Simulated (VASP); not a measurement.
# H22CO11 in VASP: a series of runs, part 2 of 2

VASP 6.6.1.

### 3 Single point, PBE+D3(BJ)

INCAR

```
PREC = Accurate
ENCUT = 520
EDIFF = 1E-6
ISMEAR = -1
SIGMA = 0.02
LREAL = Auto
LASPH = True
NELM = 120
ALGO = Normal
ISIF = 2
LWAVE = False
LCHARG = False
GGA = PE
IVDW = 12
NBANDS = 69
GGA_COMPAT = False
```

KPOINTS

```
regular mesh
0
Gamma
  1 1 1
```

POSCAR

```
H22CO11
1.0
    6.8746390000      0.0000000000      0.0000000000
    0.0000000000      6.8746390000      0.0000000000
    0.0000000000      0.0000000000      6.8746390000
O H C
11 22 1
Direct
    0.5075611970      0.6059663642      0.7082408254
    0.5174526255      0.1732600068      0.8585468997
    0.5296423565      0.9368055544      0.1754128471
    0.7578579763      0.1481677802      0.5246675498
    0.9003090926      0.7468464890      0.8241160009
    0.5799577258      0.4861346174      0.1034090663
    0.9113642185      0.6107375238      0.1856970235
    0.1829041496      0.4965642560      0.5329879867
    0.3384323162      0.2787055437      0.2937172410
    0.1296213518      0.8836827650      0.5611640117
   -0.0578503104      0.3075216022     -0.1170534191
    0.3778234755      0.5537745327      0.6600928427
    0.6058354482      0.5438685580      0.6234363724
    0.5757829611      0.1625976288      0.7252308085
    0.6252255573      0.2148330989      0.9366164536
    0.4908621384      0.8049877237      0.1712671749
    0.5244057179      0.9779713524      0.0332090165
    0.8660236559      0.0691818145      0.5567565075
    0.7004585986      0.0906956714      0.3985809291
    0.7746152198      0.7887977827      0.7819610601
    0.9913975119      0.8384003873      0.7417844050
    0.7139283968      0.4854800376      0.1488659986
    0.5787503897      0.5035173483     -0.0417331005
    0.8785624962      0.6828576744      0.0730365624
    1.0459021921      0.5895873223      0.1697543682
    0.0909429572      0.4755013318      0.6423319101
    0.2244336030      0.3770816184      0.4571730967
    0.4201384247      0.3987845762      0.2396489474
    0.4006464921      0.1446912340      0.2547915607
    0.2568280313      0.9134734202      0.6260110531
    0.1310177887      0.7392097243      0.5177435499
    0.0529773272      0.0954086462      0.0610359322
    0.2412635776      0.2386743508     -0.0765131085
    0.0837716715      0.2165059140     -0.0506935710
```

Potentials or basis: VASP PAW PBE potentials, release 64 (O, H, C).

Command:

```console
cat potpaw_PBE.64/O/POTCAR potpaw_PBE.64/H/POTCAR potpaw_PBE.64/C/POTCAR > POTCAR
mpirun -np 1 vasp_gam > vasp.out
```

Run time: 40 s. Hardware: 1 thread of Intel Xeon Platinum 8375C at 2.90GHz (Ice Lake), shared host; peak memory 0.39 GiB.

Results (log left out):

| Quantity | Value |
| --- | --- |
| Free energy | -168.4132 eV |
| Pressure | -0.8 GPa |
| Largest force | 3.149 eV/Å |
| Band gap on the k mesh | 3.58 eV |
| Dispersion energy per atom | -0.038 eV |

Forces on the atoms (eV/Å):
```
O    0.344 -0.305 -0.192
O   -0.428 -0.950 -1.181
O    0.220  1.926 -1.095
O   -2.380  0.169 -2.054
O    1.361  1.154 -0.547
O   -1.143  0.298 -0.948
O   -0.603 -0.404  2.144
O   -0.571  0.767  1.190
O    0.927 -0.343 -0.630
O    0.814 -0.379  0.163
O    1.544 -0.596  0.037
H    0.613  0.187 -0.151
H   -0.521  0.260  0.400
H    0.060 -0.043  0.404
H    0.897  0.660  0.421
H   -0.261 -1.748  0.246
H    0.059 -0.026  0.939
H    1.332 -0.887  0.080
H    0.887  0.592  1.745
H   -1.132  0.055 -0.210
H   -0.714 -1.313  0.744
H    0.897  0.232  0.201
H   -0.235  0.116  0.715
H   -0.226  1.192 -1.768
H    1.471 -0.523  0.083
H    0.108 -0.541 -0.672
H   -0.126 -0.220 -0.075
H   -0.397 -2.314 -0.011
H   -0.708  1.932  0.518
H   -0.936 -0.555 -0.818
H    0.485  1.281  0.411
H    0.211  0.570 -0.718
H   -0.145  0.410 -0.574
C   -1.705 -0.653  1.203
```

Stress tensor (GPa, compression positive):
```
 0.60  0.29  0.44
 0.29 -0.96 -0.72
 0.44 -0.72 -1.90
```

Levels at points of the mesh, in eV from the valence-band top:
```
           k point  band 42  band 43  band 44  band 45  band 46  band 47  band 48  band 49  band 50  band 51
(0.00, 0.00, 0.00)    -0.82    -0.72    -0.65    -0.62     0.00     3.58     4.23     6.84     7.24     7.30
```

Caveat: the k points lie up to 0.91 Å⁻¹ apart; the atoms stand as in a frame of molecular dynamics.

### 4 Single point, PBE+D3(BJ)

INCAR

```
SYSTEM = H22CO11
PREC = Accurate ; ENCUT = 520
EDIFF = 1E-6 ; ISMEAR = -1
SIGMA = 0.02 ; LREAL = Auto
LASPH = .True. ; NELM = 120
ALGO = Normal ; ISIF = 2
LWAVE = .False. ; LCHARG = .True.
GGA = PE ; IVDW = 12
LELF = .True. ; LVHAR = .True.
NBANDS = 69 ; GGA_COMPAT = .False.
```

KPOINTS

```
Automatic mesh
0
Gamma
  1 1 1
  0 0 0
```

POSCAR

```
H22CO11
1.0
    6.8746390000      0.0000000000      0.0000000000
    0.0000000000      6.8746390000      0.0000000000
    0.0000000000      0.0000000000      6.8746390000
O H C
11 22 1
Direct
    0.5488288185      0.5668079444      0.6960074558
    0.5213510120      0.1398909819      0.8582705216
    0.5131905835      0.9247903781      0.1580155700
    0.8025439590      0.1613321078      0.4624097353
    0.8975598573      0.8275489084      0.8374112444
    0.5235765834      0.4624533739      0.0953795537
    0.8610633955      0.6064463894      0.2230371660
    0.1638922422      0.4761850040      0.5698771965
    0.3331956776      0.2183387375      0.3457781565
    0.2211170652      0.8952906473      0.5290168691
   -0.0712037388      0.3113036190     -0.1517316037
    0.4210257440      0.5005790122      0.6910035567
    0.6056172550      0.5026445752      0.5787794821
    0.5243329868      0.0895174278      0.7206051110
    0.6502305066      0.1722999564      0.8975744035
    0.6026207340      0.8119408161      0.1317305534
    0.4770868696      0.9780440835      0.0312889157
    0.8952179162      0.0821279488      0.5277513481
    0.7544977998      0.0963686966      0.3467963918
    0.7766953290      0.7736260769      0.7816119508
    0.9836152851      0.8293526395      0.7202850942
    0.6759482207      0.4652026092      0.1388436542
    0.5523780958      0.4546275084     -0.0457624029
    0.9279323612      0.6968365903      0.1393673181
    0.9447914283      0.6105775154      0.3314355852
    0.0672180750      0.4297680213      0.6690242208
    0.2223680400      0.3590006690      0.4978588694
    0.4259423658      0.2970046864      0.2616282833
    0.4286479625      0.1247192762      0.3895331813
    0.2380779558      0.7534941107      0.5497452303
    0.2574535187      0.9059675715      0.3868275847
    0.0216884116      0.1168497720      0.0522354701
    0.2029633847      0.3203368206     -0.0331508316
    0.0585048902      0.2442455524     -0.0458496803
```

Command:

```console
cat potpaw_PBE.64/O/POTCAR potpaw_PBE.64/H/POTCAR potpaw_PBE.64/C/POTCAR > POTCAR
mpirun -np 1 vasp_gam > vasp.out
```

Run time: 42 s. Hardware: 1 thread of Intel Xeon Platinum 8375C at 2.90GHz (Ice Lake), shared host; peak memory 0.39 GiB.

The run converged. Its results:

* Free energy: -168.2128 eV
* Pressure: -1.2 GPa
* Largest force: 3.627 eV/Å
* Band gap on the k mesh: 3.42 eV
* Dispersion energy per atom: -0.038 eV

Forces in eV/Å, atoms in the order of the input:
```
O    0.305 -0.841 -1.143
O   -1.755 -0.805 -2.087
O    1.107 -1.641  1.054
O   -1.157  1.166 -0.289
O    0.056 -0.210 -1.189
O    3.591 -0.227  0.453
O   -0.560  0.239 -0.804
O   -0.031 -0.351  0.274
O    1.017  1.020 -0.481
O    0.204 -0.719 -1.271
O    0.723 -0.547  0.493
H   -0.317  0.586  0.112
H    0.116  0.527  0.889
H    0.315  0.558  1.413
H    1.363  0.252 -0.243
H   -1.130  0.874  0.308
H    0.154  0.337 -0.498
H    0.778 -0.816  0.222
H    0.113 -0.498 -0.126
H    0.127 -0.021  0.402
H   -0.185  0.105  0.867
H   -2.911  0.415 -0.239
H   -0.674  0.049  0.151
H   -0.048  0.333 -1.191
H    1.024 -0.656  1.989
H    0.408  0.118 -0.663
H   -0.446  0.615  0.202
H   -1.070  0.196 -0.214
H   -0.108 -0.686  0.341
H   -0.033  0.176  0.125
H   -0.326  0.094  1.250
H    0.516  0.523 -0.481
H   -0.323 -0.639 -0.140
C   -0.840  0.473  0.513
```

Stress tensor (GPa, compression positive):
```
-2.80 -0.24  0.99
-0.24  0.30 -1.12
 0.99 -1.12 -1.10
```

Levels at points of the mesh, in eV from the valence-band top:
```tsv
k point	band 44	band 45	band 46	band 47	band 48	band 49
(0.00, 0.00, 0.00)	-0.50	-0.26	0.00	3.42	4.31	7.02
```

Caveat: the k points lie up to 0.91 Å⁻¹ apart; the atoms stand as in a frame of molecular dynamics.

### 5 Single point, PBE+D3(BJ)

INCAR

```
SYSTEM = H22CO11
  PREC = Accurate
  ENCUT = 520
  EDIFF = 1E-6
  ISMEAR = -1
  SIGMA = 0.02
  LREAL = Auto
  LASPH = .True.
  NELM = 120
  ALGO = Normal
  ISIF = 2
  LWAVE = .False.
  LCHARG = .False.
  GGA = PE
  IVDW = 12
  NBANDS = 69
  GGA_COMPAT = .False.
```

KPOINTS is that of step 4.

POSCAR

```
H22CO11
1.0
    6.8746390000      0.0000000000      0.0000000000
    0.0000000000      6.8746390000      0.0000000000
    0.0000000000      0.0000000000      6.8746390000
O H C
11 22 1
Direct
    0.5445813227      0.5413666085      0.7144666069
    0.4425396010      0.1086893435      0.8658636475
    0.5144706507      0.8626634795      0.1756601328
    0.7291582874      0.1367489987      0.4614787773
    0.8863592692      0.8951015464      0.8087697405
    0.5584147764      0.4668608781      0.0778659068
    0.8711875634      0.6415173219      0.2009269141
    0.1567209565      0.4717484074      0.5512143983
    0.3521784926      0.2041707208      0.3227514928
    0.1655214187      0.8949269918      0.5160707348
   -0.0772986043      0.2584717539     -0.1749619144
    0.4194256600      0.4843454325      0.6592637082
    0.6516123974      0.5006517433      0.6324986665
    0.4608969286      0.0149971511      0.7635310014
    0.5645096419      0.1777838807      0.8703002441
    0.5277222557      0.7297546824      0.1308723265
    0.4690864495      0.9371255712      0.0605995457
    0.8354184125      0.1293158812      0.5585602386
    0.7327802958      0.0117969831      0.4041084921
    0.8210758412      0.7708041106      0.8127117657
    1.0034563269      0.8601760762      0.7298274135
    0.6783192543      0.5006371971      0.1395418727
    0.5816159947      0.4925494997     -0.0635524280
    0.8930796221      0.7789499929      0.1738854942
    0.9264050083      0.5987223475      0.3225332996
    0.0829716295      0.3847183830      0.6412845824
    0.2504131490      0.3804708873      0.4644025672
    0.4236877020      0.2673449471      0.2175823341
    0.4531147017      0.1233373854      0.3895040889
    0.2013778469      0.8018166481      0.4187419878
    0.1768092841      1.0232246377      0.4644752983
    0.0004654790      0.2163168131      0.0998452428
    0.1925046537      0.2529296447     -0.0788986884
    0.0456169408      0.2534387624     -0.0436822937
```

Command:

```console
cat potpaw_PBE.64/O/POTCAR potpaw_PBE.64/H/POTCAR potpaw_PBE.64/C/POTCAR > POTCAR
mpirun -np 1 vasp_gam > vasp.out
```

Wall time 39 s (1 thread of Intel Xeon Platinum 8375C at 2.90GHz (Ice Lake), shared host); peak memory 0.39 GiB.

The run converged. Its results:

```
Free energy                : -168.2440 eV
Pressure                   : 1.4 GPa
Largest force              : 2.730 eV/Å
Band gap on the k mesh     : 3.49 eV
Dispersion energy per atom : -0.038 eV
```

Forces in eV/Å, atoms in the order of the input:
```
O   -0.813 -0.129 -0.607
O   -0.380 -0.114  0.147
O   -0.211  0.733  0.063
O    0.720  1.244  0.989
O    0.731 -0.743 -0.258
O   -1.239 -0.678 -0.464
O    0.094 -0.303 -0.451
O    1.398 -1.406 -0.912
O    0.061 -0.291  1.056
O   -0.553 -0.426  1.370
O    0.229  1.009  0.147
H    0.937  0.768  0.408
H   -0.114 -0.286 -0.313
H   -0.018 -0.470 -0.596
H    0.672  0.382  0.126
H   -0.094 -0.702 -0.060
H    0.165  0.006  0.392
H   -0.720  0.090 -0.082
H   -0.154 -1.513 -0.937
H   -0.506 -0.271  0.150
H   -0.323  0.486  0.081
H    1.217  0.323  0.629
H   -0.482 -0.181  0.137
H    0.034 -0.167  0.270
H    0.643  0.274  0.498
H    0.271  0.235 -0.582
H   -1.718  0.791  1.015
H    0.288  0.534 -0.407
H   -0.477  0.670 -0.520
H    0.435 -0.265 -0.480
H    0.295  0.711 -0.881
H   -0.384  0.051  1.455
H    2.385  0.405 -0.300
C   -2.386 -0.768 -1.083
```

Stress tensor (GPa, compression positive):
```
0.66 0.57 0.02
0.57 2.20 0.32
0.02 0.32 1.37
```

Levels at points of the mesh, in eV from the valence-band top:
```csv
k point,band 44,band 45,band 46,band 47,band 48,band 49
"(0.00, 0.00, 0.00)",-0.48,-0.14,0.00,3.49,4.32,6.78
```

Caveat: the k points lie up to 0.91 Å⁻¹ apart; the atoms stand as in a frame of molecular dynamics.

### 6 The runs side by side

| cell | gap on the mesh (eV) | pressure (GPa) | largest force (eV/Å) |
| --- | --- | --- | --- |
| as given, atomic positions A | 3.74 | 0.1 | 3.73 |
| as given, atomic positions B | 3.58 | -0.8 | 3.15 |
| as given, atomic positions C | 3.42 | -1.2 | 3.63 |
| as given, atomic positions D | 3.49 | 1.4 | 2.73 |

Alike in all rows: task single point; level PBE+D3(BJ); potentials or basis VASP PAW PBE potentials, release 64 (O, H, C); no spin polarisation; k mesh 1 × 1 × 1; cutoff (eV) 520; smearing fermi-dirac 0.02 eV.

Caveats: all runs use coarse meshes; the atoms stand as in a frame of molecular dynamics (at least some runs).

Absolute energies hang on the potentials; compare differences alone.
